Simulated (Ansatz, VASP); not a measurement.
Two plane-wave programs on InGa3As4

```
CELL_PARAMETERS angstrom
4.07990 0.00000 0.00000
0.00000 4.07990 0.00000
0.00000 0.00000 11.58761
ATOMIC_POSITIONS crystal
Ga 0.00000 0.00000 0.75936
Ga 0.50000 0.50000 0.00000
Ga 0.00000 0.00000 0.24064
As 0.00000 0.50000 0.87976
As 0.50000 0.00000 0.12024
As 0.00000 0.50000 0.35979
As 0.50000 0.00000 0.64021
In 0.50000 0.50000 0.50000
```

Alike in both runs: task single point; functional PBE; k mesh 6 × 6 × 2; occupations fermi-dirac, width 0.02 eV; no spin polarisation.

|  | VASP | Ansatz |
| --- | --- | --- |
| version | VASP 6.6.1 | Ansatz 0.2.0 |
| potentials or method | VASP PAW PBE potentials, release 64 (Ga_d, As, In_d) | plane waves, PAW |
| plane-wave cutoff (eV) | 520 | 420 |
| valence electrons in the cell | 72 | 112 |

VASP gave:

| Quantity | Value |
| --- | --- |
| pressure (GPa) | 2.7 |
| rms of the force components (eV/Å) | 0.005 |

Question: Which values does Ansatz return?

Answer: Pressure (GPa): 2.5; rms of the force components (eV/Å): 0.003.

VASP's potentials hold 72 valence electrons a cell and Ansatz's 112, so a difference there can come from the potentials and not from the codes.
